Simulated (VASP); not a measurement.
A run of VASP 6.6.1 is set up as follows.

The input INCAR:

```
  ALGO = Normal
  EDIFF = 1E-6
  ENCUT = 520
  GGA = PE
  ISIF = 2
  ISMEAR = -1
  LASPH = T
  LCHARG = T
  LELF = T
  LREAL = F
  LVHAR = T
  LWAVE = F
  NBANDS = 60
  NELM = 60
  PREC = Accurate
  SIGMA = 0.05
```

The input KPOINTS:

```
k-points
0
Gamma
  6 6 6
```

File POSCAR:

```
TiO2
1.0
   -2.9731600000      3.2873690000      3.2874020000
    2.9731600000     -3.2873690000      3.2874020000
    2.9731600000      3.2873690000     -3.2874020000
Ti O
4 8
Direct
   -0.0062520000      0.5008980000     -0.0000320000
   -0.0004040000     -0.0083600000      0.4921620000
    0.4943290000      0.2473620000      0.2517750000
    0.5061330000      0.7619440000      0.7493500000
    0.7007200000      0.6979330000      0.5034820000
    0.7025030000      0.1921400000      1.0143960000
    0.8011970000      0.7489400000      0.0497850000
    0.1908140000      0.7492050000      0.4416850000
    0.8009580000      0.2416870000      0.5527230000
    0.3001900000      0.8054940000      0.0149260000
    0.1966190000      0.2549930000      0.9537880000
    0.3039640000      0.3096250000      0.5000910000
```

Potentials or basis: VASP PAW PBE potentials, release 64 (Ti_sv, O).

Run with:

```sh
$ cat potpaw_PBE.64/Ti_sv/POTCAR potpaw_PBE.64/O/POTCAR > POTCAR
$ mpirun -np 1 vasp_std > vasp.out
```

Problem. Estimate the pressure.

Solution. -0.5 GPa.

Problem. Predict the band gap on the k mesh.

Solution. 1.75 eV.

Problem. Predict the largest force.

Solution. 1.402 eV/Å.

Forces in eV/Å, atoms in the order of the input:
```
Ti  -1.327  0.004  0.453
Ti   1.298 -0.167  0.239
Ti   0.012 -0.101 -0.438
Ti  -0.230  0.161 -0.424
O    0.283 -0.049 -0.289
O   -0.076 -0.497  0.094
O    0.179  0.231 -0.229
O    0.242  0.542 -0.020
O    0.344  0.189  0.017
O   -0.473 -0.294  0.708
O   -0.407 -0.173  0.077
O    0.155  0.153 -0.188
```

Caveat: the cell differs from its parent crystal (atoms moved at random); forces of over 1 eV/Å act on the atoms, so gaps and moduli don't describe the material at rest. A k mesh can miss the band edges.
